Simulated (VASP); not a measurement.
# SiC (R3m) in VASP: G0W0 quasiparticle levels with PBEsol

Aim: the G0W0 quasiparticle levels of SiC with PBEsol.

Everything below comes from runs of VASP 6.6.1. Logs are shortened: lines on timing, memory, paths and dates and some standing lists are left out, and cuts for length are marked.

### 1 The cell of the first run

It takes space group R3m (No. 160, trigonal). The conventional cell has a = 3.084 Å, b = 3.084 Å, c = 7.471 Å, α = 90.00°, β = 90.00°, γ = 120.00°. Si (site symmetry 3m) has 4 C at 1.87 to 1.88 Å within 2.5 Å. C (site symmetry 3m) has 4 Si at 1.87 to 1.88 Å within 2.5 Å.

### 2 G0W0 quasiparticle levels, PBEsol

POSCAR

```
SiC
1.0
   -0.0160092084      2.1646504855      2.1646504855
    2.1646504855     -0.0160092084      2.1646504855
    2.1646504855      2.1646504855     -0.0160092084
Si C
1 1
Direct
   -0.0004004706     -0.0004004706     -0.0004004706
    0.2504004706      0.2504004706      0.2504004706
```

INCAR.step1

```
  PREC = Accurate
  ENCUT = 500
  EDIFF = 1E-8
  ISMEAR = 0
  SIGMA = 0.01
  LREAL = F
  LASPH = T
  NELM = 100
  ALGO = Normal
  LWAVE = T
  LCHARG = F
  GGA = PS
```

INCAR.step2

```
  PREC = Accurate
  ENCUT = 500
  EDIFF = 1E-8
  ISMEAR = 0
  SIGMA = 0.01
  LREAL = F
  LASPH = T
  NELM = 1
  ALGO = Exact
  LWAVE = T
  LCHARG = F
  GGA = PS
  NBANDS = 50
  LOPTICS = T
  ISTART = 1
```

INCAR.step3

```
  PREC = Accurate
  ENCUT = 500
  EDIFF = 1E-8
  ISMEAR = 0
  SIGMA = 0.01
  LREAL = F
  LASPH = T
  ALGO = EVGW0
  LWAVE = F
  LCHARG = F
  GGA = PS
  NELMGW = 1
  NBANDS = 50
  ENCUTGW = 100.0
  NOMEGA = 48
  PRECFOCK = Fast
  ISTART = 1
  NBANDSGW = 12
```

KPOINTS

```
regular mesh
0
Gamma
  6 6 6
```

Potentials or basis: VASP PAW PBE potentials, release 64 (Si_GW, C_GW).

Started as:

```
> cat potpaw_PBE.64/Si_GW/POTCAR potpaw_PBE.64/C_GW/POTCAR > POTCAR
> cp INCAR.step1 INCAR
> mpirun -np 1 vasp_std > vasp.out
> cp INCAR.step2 INCAR
> mpirun -np 1 vasp_std > vasp.out
> cp INCAR.step3 INCAR
> mpirun -np 1 vasp_std > vasp.out
```

OUTCAR:

```text
PREC = Accurate
   ENCUT = 500
   EDIFF = 1E-8
   ISMEAR = 0
   LREAL = F
   LASPH = T
   GGA = PS
   NELMGW = 1
   ENCUTGW = 100.0
   PRECFOCK = Fast
   ISTART = 1

 ion  position               nearest neighbor table
   1  1.000  1.000  1.000-   2 1.87   2 1.88   2 1.88   2 1.88
   2  0.250  0.250  0.250-   1 1.87   1 1.88   1 1.88   1 1.88

  LATTYP: Found a trigonal (rhomboedric) cell.
 ALAT       =     3.0613199348
 COS(alpha) =     0.4925907809

  Lattice vectors:

 A1 = (  -0.0160092084,   2.1646504855,   2.1646504855)
 A2 = (   2.1646504855,  -0.0160092084,   2.1646504855)
 A3 = (   2.1646504855,   2.1646504855,  -0.0160092084)

Analysis of symmetry for initial positions (statically):
=====================================================================
 Subroutine PRICEL returns:
 Original cell was already a primitive cell.

 Routine SETGRP: Setting up the symmetry group for a
 trigonal (rhombohedral) supercell.

 Subroutine GETGRP returns: Found  6 space group operations
 (whereof  6 operations were pure point group operations)
 out of a pool of 12 trial point group operations.

The static configuration has the point symmetry C_3v.

Analysis of symmetry for dynamics (positions and initial velocities):
=====================================================================
 Subroutine PRICEL returns:
 Original cell was already a primitive cell.

 Routine SETGRP: Setting up the symmetry group for a
 trigonal (rhombohedral) supercell.

 Subroutine GETGRP returns: Found  6 space group operations
 (whereof  6 operations were pure point group operations)
 out of a pool of 12 trial point group operations.

The dynamic configuration has the point symmetry C_3v.

 Subroutine INISYM returns: Found  6 space group operations
 (whereof  6 operations are pure point group operations),
 and found     1 'primitive' translations

----------------------------------------------------------------------------------------

                                     Primitive cell

  volume of cell :      20.5109

  direct lattice vectors                    reciprocal lattice vectors
    -0.016009208  2.164650486  2.164650486    -0.228437386  0.230139439  0.230139439
     2.164650486 -0.016009208  2.164650486     0.230139439 -0.228437386  0.230139439
     2.164650486  2.164650486 -0.016009208     0.230139439  0.230139439 -0.228437386

  length of vectors
     3.061319935  3.061319935  3.061319935     0.397632949  0.397632949  0.397632949

  position of ions in fractional coordinates (direct lattice)
     0.999599529  0.999599529  0.999599529
     0.250400471  0.250400471  0.250400471

  ion indices of the primitive-cell ions
   primitive index   ion index
                 1           1
                 2           2

----------------------------------------------------------------------------------------

 KPOINTS: regular mesh

Automatic generation of k-mesh.
 Grid dimensions read from file:
 generate k-points for:    6    6    6

 Generating k-lattice:

  Cartesian coordinates                     Fractional coordinates (reciprocal lattice)
    -0.038072898  0.038356573  0.038356573     0.166666667  0.000000000  0.000000000
     0.038356573 -0.038072898  0.038356573     0.000000000  0.166666667  0.000000000
     0.038356573  0.038356573 -0.038072898     0.000000000  0.000000000  0.166666667

  Length of vectors
     0.066272158  0.066272158  0.066272158

  Shift w.r.t. Gamma in fractional coordinates (k-lattice)
     0.000000000  0.000000000  0.000000000

 Subroutine IBZKPT returns following result:
 ===========================================

 Found     32 irreducible k-points:

 Following reciprocal coordinates:
            Coordinates               Weight
  0.000000  0.000000  0.000000      1.000000
  0.166667  0.000000  0.000000      6.000000
  0.333333 -0.000000 -0.000000      6.000000
  0.500000 -0.000000 -0.000000      3.000000
  0.166667  0.166667  0.000000      6.000000
  0.333333  0.166667 -0.000000     12.000000
[... 16 lines left out ...]
  0.500000  0.500000  0.166667      6.000000
 -0.333333  0.500000  0.166667     12.000000
 [... further k-points ...]
   k-points           NKPTS =     32   k-points in BZ     NKDIM =    216   number of bands    NBANDS=     50
   number of dos      NEDOS =    301   number of ions     NIONS =      2
   total plane-waves  NPLWV =  13824
   dimension x,y,z NGX =    24 NGY =   24 NGZ =   24
   dimension x,y,z NGXF=    48 NGYF=   48 NGZF=   48
   ions per type =               1   1
   NGX,Y,Z   is equivalent  to a cutoff of  13.03, 13.03, 13.03 a.u.
   NGXF,Y,Z  is equivalent  to a cutoff of  26.07, 26.07, 26.07 a.u.
 SYSTEM =  unknown system
   PREC   = accura    normal or accurate (medium, high low for compatibility)
   ISTART =      1    job   : 0-new  1-cont  2-samecut
   ICHARG =      0    charge: 1-file 2-atom 10-const
   ISPIN  =      1    spin polarized calculation?
   LNONCOLLINEAR =      F non collinear calculations
   LSORBIT =      F    spin-orbit coupling
   LASPH  =      T    aspherical Exc in radial PAW
   ENCUT  =  500.0 eV  36.75 Ry    6.06 a.u.   5.58  5.58  5.58*2*pi/ulx,y,z
   NELM   =     60;   NELMIN=  2; NELMDL=  0     # of ELM steps
   EDIFF  = 0.1E-07   stopping-criterion for ELM
   LREAL  =      F    real-space projection
   EDIFFG = 0.1E-06   stopping-criterion for IOM
   NSW    =      0    number of steps for IOM
   IBRION =     -1    ionic relax: 0-MD 1-quasi-New 2-CG
   NFREE  =      0    steps in history (QN), initial steepest desc. (CG)
   ISIF   =      0    stress and relaxation
   ISYM   =      3    0-nonsym 1-usesym 2-fastsym
   POTIM  = 0.5000    time-step for ionic-motion
   TEBEG  =    0.0;   TEEND  =   0.0 temperature during run
   PSTRESS=    0.0 pullay stress
   NELECT =       8.0000    total number of electrons
   NUPDOWN=      -1.0000    fix difference up-down
   EMIN   =  10.00;   EMAX   =-10.00  energy-range for DOS
   EFERMI =   0.00;   METHOD = LEGACY
   ISMEAR =     0;   SIGMA  =   0.01  broadening in eV -4-tet -1-fermi 0-gaus
   EFERMI_NEDOS =   21; number of points for ismear=-14 and -15
   IALGO  =     38    algorithm
   IMIX   =      4    mixing-type and parameters
     AMIX     =   0.40;   BMIX     =  1.00
     AMIX_MAG =   1.60;   BMIX_MAG =  1.00
  volume/ion in A,a.u.               =      10.26        69.21
  Fermi-wavevector in a.u.,A,eV,Ry     =   1.196125  2.260349 19.466064  1.430715
  Thomas-Fermi vector in A             =   2.332073
   LORBIT       =      0    0 simple, 1 ext, 2 COOP (PROOUT), +10 PAW based schemes
   GGA     = PS    functional components
   LHFCALC =     T    Hartree Fock is set to
   PRECFOCK=fast      Normal, Fast or Accurate (Low or Medium for compatibility)
   ENCUT4O =  -1.0   cutoff for four orbital integrals eV
   NKREDX  =     1    reduce k-point grid by
   NKREDY  =     1    reduce k-point grid by
   NKREDZ  =     1    reduce k-point grid by
   AEXX    =    1.0000 exact exchange contribution
   HFSCREEN=    0.0000 screening length (either q_TF or 0.3 A-1)
   HFSCREENC=   0.0000 screening length for correlation (either q_TF or 0.3 A-1)
   ENCUTFOCK=  -1.0 apply spherical cutoff to Coloumb kernel
   IVDW    =     0    specifies the selected vdW correction
   LEPSILON=     F    determine dielectric tensor
   LRPA    =     F    only Hartree local field effects (RPA)
   LRPAFORCE           =     F    calculate RPA forces
   ENCUTGW             = 100.0    cutoff for response function in eV
   ENCUTGWSOFT         =  80.0    soft cutoff for Coulomb kernel in GW response function in eV
   ENCUTLF             =  -1.0    cutoff for local field effects
   NELMGW              =     1    number of iterations in solving QP/BSE equation
   NELMHF              =     1    number of iterations in the inner HF iteration
   NKREDLFX            =     1    NKREDLFY  =   1   NKREDLFZ  =   1
 non-spin polarized calculation
 Gauss-broadening in eV      SIGMA  =   0.01
  energy-cutoff  :      500.00
  volume of cell :       20.51
 maximum number of plane-waves:       532
 NGX is ok and might be reduce to    24
  NGX = 14; NGY = 14; NGZ = 14
   NGX = 11   NGY = 11   NGZ = 11
 maximum number of plane-waves:        59
 NGX is ok and might be reduce to    10

 QP shifts <psi_nk| G(iteration)W_0 |psi_nk>: iteration 1
 for sc-GW calculations column KS-energies equals QP-energies in previous step
 and V_xc(KS)=  KS-energies - (<T + V_ion + V_H > + <T+V_H+V_ion>^1  + <V_x>^1)

 k-point   1 :       0.0000    0.0000    0.0000
  band No.  KS-energies  QP-energies   sigma(KS)   V_xc(KS)     V^pw_x(r,r')   Z            occupation Imag(sigma)

      1      -7.6820      -8.5852     -14.0033     -12.7547     -21.6902       0.7233       2.0000       1.4288
      2       7.7771       7.4300     -15.2006     -14.7601     -17.3874       0.7879       2.0000       0.0863
      3       7.7771       7.4300     -15.2006     -14.7601     -17.3874       0.7879       2.0000       0.0863
      4       7.8898       7.5489     -15.2471     -14.8143     -17.4542       0.7878       2.0000       0.0871
      5      14.0711      14.8227     -12.2091     -13.1709      -7.3409       0.7815       0.0000      -0.1122
      6      15.0355      15.8351     -10.6630     -11.6703      -5.7959       0.7939       0.0000      -0.1051
      7      15.0355      15.8351     -10.6630     -11.6703      -5.7959       0.7939       0.0000      -0.1051
      8      15.3086      16.1144     -10.7191     -11.7371      -5.7853       0.7915       0.0000      -0.1101
      9      22.2986      23.2106     -10.3995     -11.5602      -4.5275       0.7857       0.0000      -0.3031
     10      22.2986      23.2106     -10.3995     -11.5602      -4.5275       0.7857       0.0000      -0.3031
     11      24.1934      24.7745      -9.3433     -10.0903      -2.9260       0.7780       0.0000      -0.4538
     12      24.9751      25.5676      -9.7585     -10.5247      -2.9958       0.7734       0.0000      -0.6713

 k-point   2 :       0.1667    0.0000    0.0000
  band No.  KS-energies  QP-energies   sigma(KS)   V_xc(KS)     V^pw_x(r,r')   Z            occupation Imag(sigma)

      1      -7.1399      -8.0263     -14.0504     -12.8259     -21.5829       0.7239       2.0000       1.3388
      2       5.3879       4.8526     -14.5555     -13.8631     -17.3142       0.7730       2.0000       0.1086
      3       7.4551       7.0781     -15.0815     -14.6026     -17.3254       0.7870       2.0000       0.0878
      4       7.5426       7.1699     -15.1200     -14.6464     -17.3845       0.7870       2.0000       0.0884
      5      14.2017      14.9515     -11.3586     -12.3062      -6.5730       0.7913       0.0000      -0.1045
      6      15.5657      16.3884     -10.7630     -11.8065      -5.7318       0.7884       0.0000      -0.1167
      7      15.7303      16.5583     -10.8125     -11.8656      -5.7332       0.7862       0.0000      -0.1219
      8      16.1644      17.0710     -11.9749     -13.1438      -6.7451       0.7757       0.0000      -0.1436
      9      20.6853      21.4732     -10.0568     -11.0552      -4.3414       0.7892       0.0000      -0.2710
     10      20.8078      21.6010     -10.0723     -11.0774      -4.3501       0.7892       0.0000      -0.2745
     11      23.3565      23.8520      -9.3276      -9.9587      -2.8738       0.7852       0.0000      -0.5173
     12      26.7385      27.4565      -9.9541     -10.8796      -3.1226       0.7758       0.0000      -0.6928
[... 324 lines left out ...]
      1      -3.2543      -4.0255     -14.8212     -13.7667     -21.3676       0.7313       2.0000       0.7854
      2       0.9196       0.2072     -14.1119     -13.1499     -18.4945       0.7405       2.0000       0.2960
      3       3.4355       2.7902     -13.6596     -12.8134     -16.7757       0.7626       2.0000       0.1393
      4       4.9320       4.3473     -14.4033     -13.6456     -17.2614       0.7716       2.0000       0.1102
      5      10.3708      10.8999     -10.3737     -11.0274      -6.3603       0.8094       0.0000      -0.0761
      6      14.0083      14.7622     -10.7497     -11.6886      -6.1811       0.8030       0.0000      -0.0915
      7      19.8002      20.7568     -11.7431     -13.0045      -5.4480       0.7583       0.0000      -0.2915
      8      19.9601      20.8864     -11.2861     -12.5034      -4.9551       0.7609       0.0000      -0.3054
      9      22.1484      23.1810     -12.0884     -13.4731      -5.1712       0.7457       0.0000      -0.4348
     10      25.9335      26.7937     -10.5361     -11.6552      -3.5255       0.7686       0.0000      -0.6587
     11      29.5091      30.5373     -11.3977     -12.7559      -3.9487       0.7570       0.0000      -0.9599
     12      30.5061      31.5999     -11.2606     -12.6805      -4.1835       0.7703       0.0000      -0.9772

 k-point  24 :      -0.3333    0.5000    0.1667
  band No.  KS-energies  QP-energies   sigma(KS)   V_xc(KS)     V^pw_x(r,r')   Z            occupation Imag(sigma)

      1      -2.3937      -3.1371     -15.4026     -14.3780     -21.8844       0.7257       2.0000       0.6881
      2       0.4759      -0.2504     -13.6980     -12.7175     -18.0601       0.7408       2.0000       0.3191
      3       3.2124       2.5493     -13.7558     -12.8840     -17.0071       0.7605       2.0000       0.1484
      4       3.3553       2.7174     -13.4218     -12.5870     -16.4387       0.7642       2.0000       0.1357
      5      11.7175      12.3407     -11.1140     -11.8929      -6.9738       0.8001       0.0000      -0.0814
      6      14.8573      15.6560     -10.8202     -11.8192      -6.0831       0.7994       0.0000      -0.0995
      7      18.6337      19.4590     -11.0434     -12.1221      -4.9385       0.7652       0.0000      -0.2552
      8      20.0326      21.0613     -11.7649     -13.1054      -5.7445       0.7674       0.0000      -0.2592
      9      22.0113      22.9745     -11.7161     -13.0145      -4.5932       0.7418       0.0000      -0.4626
     10      25.4974      26.3721     -10.8626     -12.0076      -3.8067       0.7639       0.0000      -0.6454
     11      29.0438      30.2384     -11.7217     -13.2965      -4.4879       0.7586       0.0000      -0.8521
     12      32.0329      32.9523     -11.4199     -12.6078      -3.9987       0.7739       0.0000      -1.2442

 [... further k-points ...]
```

Wall time 5.2 min (1 thread of Intel Xeon Platinum 8259CL at 2.50GHz (Skylake/Cascade Lake), shared host); peak memory 0.36 GiB.

Results:

```yaml
Quasiparticle_gap: 1.94 eV
Least_direct_quasiparticle_gap: 5.44 eV
Band_gap_of_the_starting_levels_on_the_mesh: 1.15 eV
Least_direct_gap_of_the_starting_levels_on_the_mesh: 4.38 eV
```

Caveat: the k points lie up to 0.42 Å⁻¹ apart; bands, screening cutoff and mesh are small and nothing is extrapolated, so the quasiparticle values aren't converged.
